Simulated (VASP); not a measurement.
Ge:

```
Ge
1.0
     3.99759    0.00000    0.00000
    -1.99879    3.46201    0.00000
     0.00000    0.00000    6.59938
Ge
4
Direct
  0.66667 0.33333 0.06290
  0.33333 0.66667 0.56290
  0.66667 0.33333 0.43710
  0.33333 0.66667 0.93710
```

Base run:

* Program: VASP 6.6.1
* Functional: PBEsol
* Potentials or basis: VASP PAW PBE potentials, release 64 (Ge_d)
* Cutoff: 520 eV
* k mesh: 7 × 7 × 4
* Occupations: gaussian, width 0.1 eV
* Spin: no spin polarisation

Its results: band gap on the k mesh 0.10 eV, indirect (least direct gap 0.16 eV); pressure -0.1 GPa; largest force 0.006 eV/Å.

Question: The run is repeated on the same cell with these changes: k mesh from 7 × 7 × 4 to 4 × 4 × 2. What comes out?

Answer: Band gap on the k mesh 0.15 eV, direct; pressure 0.8 GPa; largest force 0.051 eV/Å.

Caveats: some runs use coarse meshes; the PAW data sets were made with another functional, which shifts forces and pressure a little.

A k mesh can miss the band edges.
